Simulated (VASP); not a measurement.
# Pt: relaxation of cell and atoms with PBE

Crystal: Pt.

```
Pt
1.0
     0.00000    1.96953    1.96953
     1.96953    0.00000    1.96953
     1.96953    1.96953    0.00000
Pt
1
Direct
  0.00000 0.00000 0.00000
```

- Program: VASP 6.6.1
- Task: relaxation of cell and atoms
- Functional: PBE
- Potentials or basis: VASP PAW PBE potentials, release 64 (Pt)
- Cutoff: 600 eV
- k mesh: 20 × 20 × 20
- Occupations: fermi-dirac, width 0.15 eV
- Spin: no spin polarisation
- Target pressure: 18 GPa
- Dipole correction: no
- Further INCAR settings: ALGO = Fast; EDIFF = 1e-06; IBRION = 2; EDIFFG = -0.001; NSW = 80; ISIF = 3

| Item | Value |
| --- | --- |
| Relaxed volume | 14.73 Å³/atom |
| Relaxed cell | a = 2.751 Å, b = 2.751 Å, c = 2.751 Å, α = 60.00°, β = 60.00°, γ = 60.00° |
| Space group after relaxing (to 0.05 Å) | Fm-3m (No. 225) |
| Energy change on relaxing (the enthalpy is what falls) | +41.7 meV/atom |
| Ionic steps | 10 |
| Pressure after relaxing | 18.0 GPa |
| Band gap on the k mesh | zero (band 5 reaches 12.26 eV, above the bottom of band 6 at 9.92 eV) |

The path:
```tsv
step	energy change (eV)	largest force (eV/Å)	pressure (GPa)	volume (Å³)
1	0.0000	0.0000	6.57	15.28
2	0.5146	0.0000	76.30	12.99
3	0.0386	0.0000	17.33	14.75
4	0.0412	0.0000	17.92	14.73
5	0.0424	0.0000	18.14	14.72
6	0.0398	0.0000	17.68	14.74
7	0.0418	0.0000	18.04	14.73
8	0.0415	0.0000	17.99	14.73
9	0.0416	0.0000	17.99	14.73
10	0.0417	0.0000	18.00	14.73
```

Final structure:
```
CELL_PARAMETERS angstrom
0.00000 1.94546 1.94546
1.94546 0.00000 1.94546
1.94546 1.94546 0.00000
ATOMIC_POSITIONS crystal
Pt 0.00000 0.00000 0.00000
```

Levels at points of the mesh, in eV from the Fermi level:
| k point | band 2 | band 3 | band 4 | band 5 | band 6 | band 7 | band 8 | band 9 |
| --- | --- | --- | --- | --- | --- | --- | --- | --- |
| (0.00, 0.00, 0.00) | -3.96 | -3.96 | -3.96 | -1.72 | -1.72 | 14.54 | 19.64 | 19.64 |
| (0.50, 0.00, 0.00) | -4.03 | -4.03 | -0.60 | 0.02 | 0.02 | 6.01 | 14.12 | 19.12 |
| (0.50, 0.50, 0.00) | -6.90 | -0.02 | 0.50 | 0.50 | 1.71 | 9.12 | 11.44 | 11.44 |

Wall time 94 s on 1 thread of AMD EPYC 9R45 96-Core Processor (Zen 5) (shared host), peak memory 0.16 GiB.

Caveat: the cell is relaxed towards a set pressure, so the enthalpy falls and the energy may rise; spin-orbit coupling is left out, which moves the levels of the heavy elements.
